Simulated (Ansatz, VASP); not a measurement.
## Two plane-wave programs on Cd

INCAR

```
SYSTEM = Cd
  PREC = Accurate
  ENCUT = 520
  EDIFF = 1E-7
  ISMEAR = -1
  SIGMA = 0.05
  LREAL = .FALSE.
  LASPH = .TRUE.
  NELM = 100
  ALGO = Normal
  ISIF = 2
  LWAVE = .FALSE.
  LCHARG = .TRUE.
  GGA = PE
  LELF = .TRUE.
  LVHAR = .TRUE.
  NBANDS = 12
```

File KPOINTS:

```
Automatic mesh
0
G
  17 17 17
  0 0 0
```

File POSCAR:

```
Cd
1.0
   -1.3276898689      1.3276898689      1.3276898689
    1.3276898689     -1.3276898689      1.3276898689
    1.3276898689      1.3276898689     -1.3276898689
Cd
1
Direct
    0.0000000000      0.0000000000      0.0000000000
```

Input for Ansatz:

```yaml
crystal:
  lattice:
    - [-1.3276898689, 1.3276898689, 1.3276898689]
    - [1.3276898689, -1.3276898689, 1.3276898689]
    - [1.3276898689, 1.3276898689, -1.3276898689]
  atoms:
    - { symbol: Cd, position: [0.0, 0.0, 0.0] }
kpoints:
  mp_grid: { grid: [17, 17, 17] }
scf:
  occupations: { method: fermi_dirac, width: 0.05 }
hamiltonian:
  xc: pbe
  pseudopotentials: { kind: nc }
output:
  forces: true
  stress: true
  eigenvalues: true
```

Change from the starting cell: volume scaled by 0.4, norm-conserving files.

Alike in both runs: task single point; functional PBE; k mesh 17 × 17 × 17; occupations fermi-dirac, width 0.05 eV; no spin polarisation.

```csv
,VASP,Ansatz
version,VASP 6.6.1,Ansatz 0.2.0
potentials or method,"VASP PAW PBE potentials, release 64 (Cd)",scalar-relativistic
plane-wave cutoff (eV),520,1071
valence electrons in the cell,12,20
```

Ansatz gave:

| Quantity | Value |
| --- | --- |
| pressure (GPa) | 458.1 |

**Question.** What did VASP give for the same quantities?

**Answer.** Pressure (GPa): 482.0.

Both programs put the cell under a high pressure, so it lies far from rest at this level. VASP's potentials hold 12 valence electrons a cell and Ansatz's 20, so a difference there can come from the potentials and not from the codes.

Noted on VASP's run: the cell as given lies far from equilibrium.
